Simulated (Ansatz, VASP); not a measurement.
## One calculation of NbFe2N3, two programs

INCAR

```
  PREC = Accurate
  ENCUT = 600
  EDIFF = 1E-7
  ISMEAR = 0
  SIGMA = 0.1
  LREAL = False
  LASPH = True
  NELM = 60
  ALGO = Normal
  ISIF = 3
  LWAVE = False
  LCHARG = False
  GGA = PE
  IBRION = 2
  NSW = 90
  EDIFFG = -0.04
```

File KPOINTS:

```
Automatic mesh
0
Gamma
  6 4 4
```

The input POSCAR:

```
NbFe2N3
1.0
    2.8693076567      0.0000000000      0.0000000000
    0.0000000000      4.2139347317      3.3372280816
    0.0000000000     -4.2139347317      3.3372280816
Nb Fe N
1 2 3
Direct
    0.5000000000      0.2243904966      0.2243904966
    0.0000000000      0.2594936073      0.6660825375
    0.0000000000      0.6660825375      0.2594936073
    0.0000000000      0.4815193848      0.4815193848
    0.0000000000      0.3706111293      0.9968720500
    0.0000000000      0.9968720500      0.3706111293
```

Input for Ansatz:

```yaml
crystal:
  lattice:
    - [2.8693076567, 0.0, 0.0]
    - [0.0, 4.2139347317, 3.3372280816]
    - [0.0, -4.2139347317, 3.3372280816]
  atoms:
    - { symbol: Nb, position: [0.5, 0.2243904966, 0.2243904966] }
    - { symbol: Fe, position: [0.0, 0.2594936073, 0.6660825375] }
    - { symbol: Fe, position: [0.0, 0.6660825375, 0.2594936073] }
    - { symbol: "N", position: [0.0, 0.4815193848, 0.4815193848] }
    - { symbol: "N", position: [0.0, 0.3706111293, 0.99687205] }
    - { symbol: "N", position: [0.0, 0.99687205, 0.3706111293] }
basis:
  ecutwfc: 420
kpoints:
  mp_grid: { grid: [6, 4, 4] }
hamiltonian:
  xc: pbe
scf:
  occupations: { method: gaussian, width: 0.1 }
  lower_state_search: "off"
output:
  forces: true
  stress: true
  eigenvalues: true
relax:
  adjacent_minimum: "off"
  f_tol: 0.04
  max_steps: 70
  cell: { stress_tol: 0.4 }
```

Change from the starting cell: the structure that the rattled cell fell into.

Alike in both runs: task relaxation of cell and atoms; functional PBE; k mesh 6 × 4 × 4; occupations gaussian, width 0.1 eV; no spin polarisation.

```csv
,VASP,Ansatz
version,VASP 6.6.1,Ansatz 0.2.0
potentials or method,"VASP PAW PBE potentials, release 64 (Nb_sv, Fe, N), cutoff 600 eV","scalar-relativistic, plane waves, PAW"
valence electrons in the cell,44,60
```

```csv
,VASP,Ansatz,Ansatz less VASP
"gap on the k mesh at the Fermi level, each at its own relaxed structure (eV)",none,none,-
relaxed volume (Å³/atom),13.38,13.33,-0.051
relaxed cell length with the largest relative difference (Å),5.341,5.334,-0.0070
```

A gap of «none» marks a metal or a gap that the smearing closes. VASP's potentials hold 44 valence electrons a cell and Ansatz's 60, so a difference there can come from the potentials and not from the codes.

The k mesh is coarse, so the values compare programs but aren't converged.
